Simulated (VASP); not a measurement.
# HfO2 (P1) in VASP: a series of runs

The runs below take HfO2 through single point, with PBE.

All numbers are computed with VASP 6.6.1; they aren't measurements. Logs are shortened: lines on timing, memory, paths and dates and some standing lists are left out, and cuts for length are marked.

## 1. The cell of the first run

The typed cell holds 3 atoms: a = 3.631 Å, b = 3.659 Å, c = 3.608 Å, α = 59.07°, β = 59.84°, γ = 60.94°.

## 2. Single point, PBE

Input file INCAR:

```
SYSTEM = HfO2
PREC = Accurate
ENCUT = 520
EDIFF = 1E-6
ISMEAR = 0
SIGMA = 0.01
LREAL = .FALSE.
LASPH = .TRUE.
NELM = 80
ALGO = Normal
ISIF = 2
LWAVE = .FALSE.
LCHARG = .FALSE.
GGA = PE
NBANDS = 18
```

Input file KPOINTS:

```
Automatic mesh
0
G
  4 4 4
  0 0 0
```

Input file POSCAR:

```
HfO2
1.0
   -0.0141400000      2.5798300000      2.5545800000
    2.6190300000     -0.0141600000      2.5546000000
    2.5705500000      2.5313700000      0.0343100000
Hf O
1 2
Direct
    0.9711572169      0.0263866292      0.0370554999
    0.2534700000      0.2413000000      0.2574000000
    0.7523100000      0.7520300000      0.6990200000
```

Potentials or basis: VASP PAW PBE potentials, release 64 (Hf_pv, O).

On the command line:

```console
> cat potpaw_PBE.64/Hf_pv/POTCAR potpaw_PBE.64/O/POTCAR > POTCAR
> mpirun -np 1 vasp_std > vasp.out
```

OUTCAR:

```text
SYSTEM = HfO2
   PREC = Accurate
   ENCUT = 520
   EDIFF = 1E-6
   ISMEAR = 0
   LREAL = .FALSE.
   LASPH = .TRUE.
   NELM = 80
   ISIF = 2
   GGA = PE

 ion  position               nearest neighbor table
   1  0.971  0.026  0.037-   3 1.94   2 2.13   2 2.15   3 2.18   2 2.28   2 2.35   3 2.36   3 2.48

   2  0.253  0.241  0.257-   1 2.13   1 2.15   1 2.28   1 2.35
   3  0.752  0.752  0.699-   1 1.94   1 2.18   1 2.36   1 2.48

  LATTYP: Found a triclinic cell.
 ALAT       =     3.5824481818
 B/A-ratio  =     1.4166575019
 C/A-ratio  =     1.0317704325
 COS(alpha) =     0.0000826646
 COS(beta)  =     0.5083032196
 COS(gamma) =     0.6987676372

  Lattice vectors:

 A1 = (  -0.0484800000,   2.5455300000,  -2.5202900000)
 A2 = (  -0.0343400000,  -0.0343000000,  -5.0748700000)
 A3 = (  -2.6331700000,   2.5939900000,  -0.0000200000)

Analysis of symmetry for initial positions (statically):
=====================================================================
 Subroutine PRICEL returns:
 Original cell was already a primitive cell.

 Routine SETGRP: Setting up the symmetry group for a
 triclinic supercell.

 Subroutine GETGRP returns: Found  1 space group operations
 (whereof  1 operations were pure point group operations)
 out of a pool of  2 trial point group operations.

The static configuration has the point symmetry C_1 .

Analysis of symmetry for dynamics (positions and initial velocities):
=====================================================================
 Subroutine PRICEL returns:
 Original cell was already a primitive cell.

 Routine SETGRP: Setting up the symmetry group for a
 triclinic supercell.

 Subroutine GETGRP returns: Found  1 space group operations
 (whereof  1 operations were pure point group operations)
 out of a pool of  2 trial point group operations.

The dynamic configuration has the point symmetry C_1 .

 Subroutine INISYM returns: Found  1 space group operations
 (whereof  1 operations are pure point group operations),
 and found     1 'primitive' translations

----------------------------------------------------------------------------------------

                                     Primitive cell

  volume of cell :      33.8298

  direct lattice vectors                    reciprocal lattice vectors
    -0.014140000  2.579830000  2.554580000    -0.191166285  0.191454329  0.197048942
     2.619030000 -0.014160000  2.554600000     0.188533980 -0.194123353  0.197085674
     2.570550000  2.531370000  0.034310000     0.195880554  0.198837622 -0.199718745

  length of vectors
     3.630647566  3.658619932  3.607871749     0.334705235  0.334771117  0.343210094

  position of ions in fractional coordinates (direct lattice)
     0.971157217  0.026386629  0.037055500
     0.253470000  0.241300000  0.257400000
     0.752310000  0.752030000  0.699020000

  ion indices of the primitive-cell ions
   primitive index   ion index
                 1           1
                 2           2
                 3           3

----------------------------------------------------------------------------------------

 KPOINTS: Automatic mesh

Automatic generation of k-mesh.
 Grid dimensions read from file:
 generate k-points for:    4    4    4

 Generating k-lattice:

  Cartesian coordinates                     Fractional coordinates (reciprocal lattice)
    -0.047791571  0.047863582  0.049262236     0.250000000  0.000000000 -0.000000000
     0.047133495 -0.048530838  0.049271418     0.000000000  0.250000000  0.000000000
     0.048970138  0.049709406 -0.049929686    -0.000000000  0.000000000  0.250000000

  Length of vectors
     0.083676309  0.083692779  0.085802524

  Shift w.r.t. Gamma in fractional coordinates (k-lattice)
     0.000000000  0.000000000  0.000000000

 Subroutine IBZKPT returns following result:
 ===========================================

 Found     36 irreducible k-points:

 Following reciprocal coordinates:
            Coordinates               Weight
  0.000000  0.000000  0.000000      1.000000
  0.250000  0.000000  0.000000      2.000000
  0.500000  0.000000  0.000000      1.000000
 -0.000000  0.250000  0.000000      2.000000
  0.250000  0.250000  0.000000      2.000000
  0.500000  0.250000  0.000000      2.000000
[... 16 lines left out ...]
  0.000000 -0.250000  0.250000      2.000000
  0.250000 -0.250000  0.250000      2.000000
 [... further k-points ...]
   k-points           NKPTS =     36   k-points in BZ     NKDIM =     36   number of bands    NBANDS=     18
   number of dos      NEDOS =    301   number of ions     NIONS =      3
   total plane-waves  NPLWV =  21952
   dimension x,y,z NGX =    28 NGY =   28 NGZ =   28
   dimension x,y,z NGXF=    56 NGYF=   56 NGZF=   56
   ions per type =               1   2
   NGX,Y,Z   is equivalent  to a cutoff of  12.82, 12.72, 12.90 a.u.
   NGXF,Y,Z  is equivalent  to a cutoff of  25.64, 25.45, 25.80 a.u.
 SYSTEM =  HfO2
[... 102 lines left out ...]
  band No.  band energies     occupation
      1     -25.9823      2.00000
      2     -25.8422      2.00000
      3     -25.7890      2.00000
      4     -13.9857      2.00000
      5     -12.2329      2.00000
      6      -1.0564      2.00000
[... 10 lines left out ...]
     17      14.3310      0.00000
     18      16.3383      0.00000

 k-point     5 :       0.2500    0.2500    0.0000
  band No.  band energies     occupation
      1     -26.0240      2.00000
      2     -25.8681      2.00000
      3     -25.8296      2.00000
      4     -13.6437      2.00000
      5     -12.4070      2.00000
      6      -0.8314      2.00000
[... 10 lines left out ...]
     17      14.1091      0.00000
     18      17.0049      0.00000

 k-point     6 :       0.5000    0.2500    0.0000
  band No.  band energies     occupation
      1     -26.1366      2.00000
      2     -25.9301      2.00000
      3     -25.8775      2.00000
      4     -13.0210      2.00000
      5     -12.6298      2.00000
      6      -1.2012      2.00000
[... 10 lines left out ...]
     17      15.0046      0.00000
     18      16.6210      0.00000

 k-point     7 :      -0.2500    0.2500    0.0000
  band No.  band energies     occupation
      1     -26.0177      2.00000
      2     -25.9716      2.00000
      3     -25.8529      2.00000
      4     -13.3421      2.00000
      5     -12.5144      2.00000
      6      -0.9769      2.00000
[... 10 lines left out ...]
     17      14.1043      0.00000
     18      16.8836      0.00000

 k-point     8 :      -0.0000    0.5000    0.0000
  band No.  band energies     occupation
      1     -26.1636      2.00000
      2     -25.8704      2.00000
      3     -25.8040      2.00000
      4     -13.4367      2.00000
      5     -12.4348      2.00000
      6      -0.5790      2.00000
[... 10 lines left out ...]
     17      13.4249      0.00000
     18      16.0539      0.00000
[... 229 lines left out ...]
     17      14.3782      0.00000
     18      17.0622      0.00000

 k-point    20 :       0.2500    0.5000    0.2500
  band No.  band energies     occupation
      1     -26.0291      2.00000
      2     -25.9732      2.00000
      3     -25.8284      2.00000
      4     -13.4198      2.00000
      5     -12.4883      2.00000
      6      -1.1084      2.00000
[... 10 lines left out ...]
     17      13.9852      0.00000
     18      16.7463      0.00000

 k-point    21 :       0.5000    0.5000    0.2500
  band No.  band energies     occupation
      1     -26.0805      2.00000
      2     -26.0059      2.00000
      3     -25.8486      2.00000
      4     -13.1136      2.00000
      5     -12.5811      2.00000
      6      -1.0696      2.00000
[... 10 lines left out ...]
     17      14.7404      0.00000
     18      16.7604      0.00000

 k-point    22 :      -0.2500    0.5000    0.2500
  band No.  band energies     occupation
      1     -26.1137      2.00000
      2     -26.0107      2.00000
      3     -25.8850      2.00000
      4     -12.8074      2.00000
      5     -12.7240      2.00000
      6      -1.2971      2.00000
[... 10 lines left out ...]
     17      16.3518      0.00000
     18      17.3190      0.00000

 k-point    23 :       0.0000   -0.2500    0.2500
  band No.  band energies     occupation
      1     -26.1460      2.00000
      2     -25.9337      2.00000
      3     -25.8144      2.00000
      4     -13.1074      2.00000
      5     -12.6392      2.00000
      6      -0.7404      2.00000
[... 10 lines left out ...]
     17      15.1467      0.00000
     18      16.3156      0.00000

 k-point    24 :       0.2500   -0.2500    0.2500
  band No.  band energies     occupation
      1     -26.1409      2.00000
      2     -25.9370      2.00000
      3     -25.8590      2.00000
      4     -13.0734      2.00000
      5     -12.5880      2.00000
      6      -1.2608      2.00000
[... 10 lines left out ...]
     17      15.0874      0.00000
     18      16.6966      0.00000

 [... further k-points ...]

------------------------ aborting loop because EDIFF is reached ----------------------------------------

  FORCE on cell =-STRESS in cart. coord.  units (eV):
  Direction    XX          YY          ZZ          XY          YZ          ZX
  --------------------------------------------------------------------------------------
  -------------------------------------------------------------------------------------
  Total       -0.8420827      0.5502780      1.1743910      1.2360610     -1.3905688     -1.4939749
  in kB      -39.8809476     26.0611068     55.6190334     58.5397188    -65.8571921    -70.7544942
  external PRESSURE =      13.9330642 kB  Pullay stress =       0.0000000 kB

 VOLUME and BASIS-vectors are now :
 -----------------------------------------------------------------------------
  energy-cutoff  :      520.00
  volume of cell :       33.83
      direct lattice vectors                 reciprocal lattice vectors
    -0.014140000  2.579830000  2.554580000    -0.191166285  0.191454329  0.197048942
     2.619030000 -0.014160000  2.554600000     0.188533980 -0.194123353  0.197085674
     2.570550000  2.531370000  0.034310000     0.195880554  0.198837622 -0.199718745

 POSITION                                       TOTAL-FORCE (eV/Angst)
 -----------------------------------------------------------------------------------
      0.15063      2.59885      2.54958        -1.477456     -0.966267      1.228822
      1.29005      1.30207      1.27277        -0.465903     -1.203072      0.338522
      3.75582      3.69966      3.86696         1.943358      2.169338     -1.567344
 -----------------------------------------------------------------------------------
    total drift:                                0.000218      0.000048      0.000171

  FREE ENERGIE OF THE ION-ELECTRON SYSTEM (eV)
  ---------------------------------------------------
  free  energy   TOTEN  =       -29.8243922104 eV

  energy  without entropy=      -29.8243922104  energy(sigma->0) =      -29.82439221
```

Run time: 32 s. Hardware: 1 thread of Intel Xeon 6975P-C, shared host; peak memory 0.17 GiB.

What came out:

```
Free energy            : -29.8244 eV
Pressure               : 1.4 GPa
Largest force          : 3.307 eV/Å
Band gap on the k mesh : 3.75 eV, indirect (least direct gap 3.78 eV)
```

Forces on the atoms (eV/Å):
```
Hf  -1.477 -0.966  1.229
O   -0.466 -1.203  0.339
O    1.943  2.169 -1.567
```

Levels at points of the mesh, in eV from the valence-band top:
```
           k point  band 8  band 9  band 10  band 11  band 12  band 13  band 14  band 15
(0.00, 0.00, 0.00)   -5.01   -1.48    -0.90    -0.69     3.86     4.55     5.13     9.05
(0.50, 0.00, 0.00)   -3.14   -2.82    -2.21    -1.79     4.39     4.63     6.00     8.57
(0.00, 0.50, 0.00)   -2.98   -2.72    -2.35    -1.78     4.36     4.78     6.35     8.58
(0.50, 0.50, 0.00)   -3.52   -2.35    -1.37     0.00     3.84     5.15     6.22     6.80
(0.00, 0.00, 0.50)   -3.70   -2.62    -2.40    -2.18     4.43     4.83     5.96     8.07
(0.50, 0.00, 0.50)   -3.48   -2.29    -1.37    -0.04     3.75     5.17     6.10     6.70
(0.00, 0.50, 0.50)   -3.53   -1.88    -1.30    -0.47     3.80     5.19     6.55     7.18
(0.50, 0.50, 0.50)   -3.05   -2.81    -1.85    -1.64     4.45     4.59     5.96     9.16
```

Caveat: the k points lie up to 0.54 Å⁻¹ apart; spin-orbit coupling is left out, which moves the levels of the heavy elements; forces of over 1 eV/Å act on the atoms, so gaps and moduli don't describe the material at rest.

## 3. Single point, PBE

This run uses another cell than the first one, of 11.33 Å³/atom, 1.005 times its volume.

Input file INCAR:

```
  PREC = Accurate
  ENCUT = 520
  EDIFF = 1E-6
  ISMEAR = 0
  SIGMA = 0.01
  LREAL = F
  LASPH = T
  NELM = 80
  ALGO = Normal
  ISIF = 2
  LWAVE = F
  LCHARG = F
  GGA = PE
  NBANDS = 18
```

Input file KPOINTS:

```
Automatic mesh
0
Gamma
  4 4 4
```

Input file POSCAR:

```
HfO2
1.0
   -0.0141635275      2.5841225703      2.5588305569
    2.6233877951     -0.0141835608      2.5588505902
    2.5748271294      2.5355819379      0.0343670883
Hf O
1 2
Direct
    0.9743100000      0.0295400000      0.0338600000
    0.2534700000      0.2413000000      0.2574000000
    0.7523100000      0.7520300000      0.6990200000
```

Potentials or basis: VASP PAW PBE potentials, release 64 (Hf_pv, O).

On the command line:

```console
> cat potpaw_PBE.64/Hf_pv/POTCAR potpaw_PBE.64/O/POTCAR > POTCAR
> mpirun -np 1 vasp_std > vasp.out
```

It took 30 s on 1 thread of Intel Xeon 6975P-C, shared host; peak memory 0.17 GiB.

It converged, with:

| Item | Value |
| --- | --- |
| Free energy | -29.8438 eV |
| Pressure | -0.2 GPa |
| Largest force | 3.079 eV/Å |
| Band gap on the k mesh | 3.73 eV, indirect (least direct gap 3.77 eV) |

Forces in eV/Å, atoms in the order of the input:
```
Hf  -1.348 -0.870  1.080
O   -0.476 -1.144  0.368
O    1.824  2.014 -1.448
```

Stress tensor (GPa, compression positive):
```
-5.38  5.46 -6.16
 5.46  0.97 -5.98
-6.16 -5.98  3.95
```

Levels at points of the mesh, in eV from the valence-band top:
```tsv
k point	band 8	band 9	band 10	band 11	band 12	band 13	band 14	band 15
(0.00, 0.00, 0.00)	-4.97	-1.47	-0.88	-0.70	3.84	4.52	5.09	8.97
(0.50, 0.00, 0.00)	-3.12	-2.82	-2.22	-1.80	4.37	4.60	5.99	8.50
(0.00, 0.50, 0.00)	-2.98	-2.72	-2.35	-1.77	4.33	4.75	6.29	8.54
(0.50, 0.50, 0.00)	-3.51	-2.34	-1.37	0.00	3.82	5.11	6.18	6.76
(0.00, 0.00, 0.50)	-3.68	-2.62	-2.40	-2.18	4.41	4.79	5.98	8.00
(0.50, 0.00, 0.50)	-3.47	-2.25	-1.40	-0.04	3.73	5.14	6.04	6.69
(0.00, 0.50, 0.50)	-3.53	-1.87	-1.30	-0.47	3.78	5.16	6.50	7.14
(0.50, 0.50, 0.50)	-3.06	-2.80	-1.84	-1.63	4.42	4.56	5.89	9.11
```

Caveat: the k points lie up to 0.54 Å⁻¹ apart; spin-orbit coupling is left out, which moves the levels of the heavy elements; forces of over 1 eV/Å act on the atoms, so gaps and moduli don't describe the material at rest. A k mesh can miss the band edges.

## 4. Single point, PBE

This run uses another cell than the first one, of 11.22 Å³/atom, 0.995 times its volume.

Input file INCAR:

```
SYSTEM = HfO2
PREC = Accurate
ENCUT = 520
EDIFF = 1E-6
ISMEAR = 0
SIGMA = 0.01
LREAL = .FALSE.
LASPH = .TRUE.
NELM = 100
ALGO = Normal
ISIF = 2
LWAVE = .FALSE.
LCHARG = .FALSE.
GGA = PE
NBANDS = 18
```

Input file KPOINTS:

```
Automatic mesh
0
G
  4 4 4
  0 0 0
```

Input file POSCAR:

```
HfO2
1.0
   -0.0141163939      2.5755230972      2.5503152508
    2.6146576546     -0.0141363606      2.5503352174
    2.5662585897      2.5271439988      0.0342527211
Hf O
1 2
Direct
    0.9743100000      0.0295400000      0.0338600000
    0.2534700000      0.2413000000      0.2574000000
    0.7523100000      0.7520300000      0.6990200000
```

On the command line:

```console
> cat potpaw_PBE.64/Hf_pv/POTCAR potpaw_PBE.64/O/POTCAR > POTCAR
> mpirun -np 1 vasp_std > vasp.out
```

Run time: 28 s. Hardware: 1 thread of Intel Xeon 6975P-C, shared host; peak memory 0.17 GiB.

It converged, with:

| Property | Result |
| --- | --- |
| Free energy | -29.8411 eV |
| Pressure | 2.3 GPa |
| Largest force | 3.212 eV/Å |
| Band gap on the k mesh | 3.76 eV, indirect (least direct gap 3.80 eV) |

Forces in eV/Å, atoms in the order of the input:
```
Hf  -1.457 -0.921  1.126
O   -0.459 -1.166  0.387
O    1.916  2.088 -1.512
```

Stress tensor (GPa, compression positive):
```
-3.20  5.78 -6.64
 5.78  3.47 -6.41
-6.64 -6.41  6.55
```

Levels at points of the mesh, in eV from the valence-band top:
| k point | band 9 | band 10 | band 11 | band 12 | band 13 | band 14 |
| --- | --- | --- | --- | --- | --- | --- |
| (0.00, 0.00, 0.00) | -1.49 | -0.89 | -0.71 | 3.86 | 4.56 | 5.17 |
| (0.50, 0.00, 0.00) | -2.84 | -2.23 | -1.81 | 4.40 | 4.64 | 6.06 |
| (0.00, 0.50, 0.00) | -2.74 | -2.36 | -1.78 | 4.37 | 4.79 | 6.37 |
| (0.50, 0.50, 0.00) | -2.37 | -1.38 | 0.00 | 3.84 | 5.16 | 6.26 |
| (0.00, 0.00, 0.50) | -2.64 | -2.42 | -2.20 | 4.44 | 4.83 | 6.05 |
| (0.50, 0.00, 0.50) | -2.28 | -1.42 | -0.04 | 3.76 | 5.19 | 6.13 |
| (0.00, 0.50, 0.50) | -1.89 | -1.32 | -0.47 | 3.81 | 5.21 | 6.59 |
| (0.50, 0.50, 0.50) | -2.82 | -1.85 | -1.64 | 4.46 | 4.60 | 5.96 |

Caveat: the k points lie up to 0.54 Å⁻¹ apart; spin-orbit coupling is left out, which moves the levels of the heavy elements; forces of over 1 eV/Å act on the atoms, so gaps and moduli don't describe the material at rest.

## 5. Summary

| cell | gap on the mesh (eV) | pressure (GPa) | largest force (eV/Å) |
| --- | --- | --- | --- |
| a = 3.631, b = 3.659, c = 3.608 Å, angles 59.1, 59.8, 60.9°, 3 atoms | 3.75 | 1.4 | 3.31 |
| a = 3.637, b = 3.665, c = 3.614 Å, angles 59.1, 59.8, 60.9°, 3 atoms | 3.73 | -0.2 | 3.08 |
| a = 3.625, b = 3.653, c = 3.602 Å, angles 59.1, 59.8, 60.9°, 3 atoms | 3.76 | 2.3 | 3.21 |

Alike in all rows: task single point; level PBE; potentials or basis VASP PAW PBE potentials, release 64 (Hf_pv, O); no spin polarisation; k mesh 4 × 4 × 4; cutoff (eV) 520; smearing gaussian 0.01 eV.

Caveats: all runs use coarse meshes; spin-orbit coupling is left out, which moves the levels of the heavy elements; forces of over 1 eV/Å act on the atoms, so gaps and moduli don't describe the material at rest.

Absolute energies hang on the potentials; compare differences alone.
